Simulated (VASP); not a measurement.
Runs of VASP 6.6.1 on Li4SbPt2. The structure is that of space group P6/mmm (No. 191), or close to it. The cells are those of the table. 

| task | cell | k mesh | cutoff (eV) | gap on the mesh (eV) | pressure (GPa) | relaxed volume (Å³/atom) |
| --- | --- | --- | --- | --- | --- | --- |
| single point | a = 7.864, b = 7.864, c = 5.319 Å, angles 90.0, 90.0, 120.0°, 7 atoms | 3 × 3 × 4 | 520 | none | - | - |
| relaxation of cell and atoms | relaxed from a = 7.864, b = 7.864, c = 5.319 Å, angles 90.0, 90.0, 120.0°, 7 atoms | 6 × 6 × 8 | 600 | none | 0.0 | (a) |
| single point | a = 7.955, b = 7.955, c = 5.368 Å, angles 90.0, 90.0, 120.0°, 7 atoms | 6 × 6 × 8 | 520 | none | - | - |
| relaxation of cell and atoms | relaxed from a = 5.856, b = 5.856, c = 4.215 Å, angles 90.0, 90.0, 120.0°, 7 atoms | 3 × 3 × 4 | 600 | none | 0.0 | 36.55 |

Alike in all rows: level PBE; potentials or basis VASP PAW PBE potentials, release 64 (Li_sv, Sb, Pt); no spin polarisation; smearing gaussian 0.1 eV.

**Question.** Estimate the missing entries.

**Answer.** (a) 42.13.

Caveats: some runs use coarse meshes; the cutoff is under 1.25 times the usual one of these potentials, so pressure, stress and relaxed cells hold a basis-set (Pulay) error; spin-orbit coupling is left out, which moves the levels of the heavy elements; the volume moved by over 15 % at a fixed basis, so the end points are rough (some runs).

A k mesh can miss the band edges, and the runs leave out spin-orbit coupling on Pt, Sb.

A gap of «none» marks levels without a gap at the run's occupations.
